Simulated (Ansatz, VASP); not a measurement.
## Two plane-wave programs on CuO2

```xyz
3
Lattice="0.0000 2.3845 2.3845 2.3845 0.0000 2.3845 2.3845 2.3845 0.0000" Properties=species:S:1:pos:R:3 pbc="T T T"
Cu    0.0000    0.0000    0.0000
O     1.1922    1.1922    1.1922
O     3.5767    3.5767    3.5767
```

Alike in both runs: task single point; functional PBEsol; k mesh 16 × 16 × 16; occupations gaussian, width 0.05 eV; no spin polarisation; Hubbard terms Cu d U = 4.0 eV.

```csv
,VASP,Ansatz
version,VASP 6.6.1,Ansatz 0.2.0
potentials or method,"VASP PAW PBE potentials, release 64 (Cu_sv_GW, O), cutoff 700 eV","scalar-relativistic, plane waves, PAW"
valence electrons in the cell,31,31
```

```csv
,VASP,Ansatz,Ansatz less VASP
gap on the k mesh at the Fermi level (eV),none,none,-
pressure (GPa),-3.1,1.7,+4.90
```

VASP's potentials were made for PBE, not for PBEsol. The programs project onto different local orbitals, so the same U acts differently, and such runs can settle in different states. A gap of «none» marks a metal or a gap that the smearing closes. Ansatz's warnings: filled band counts differ across k points.
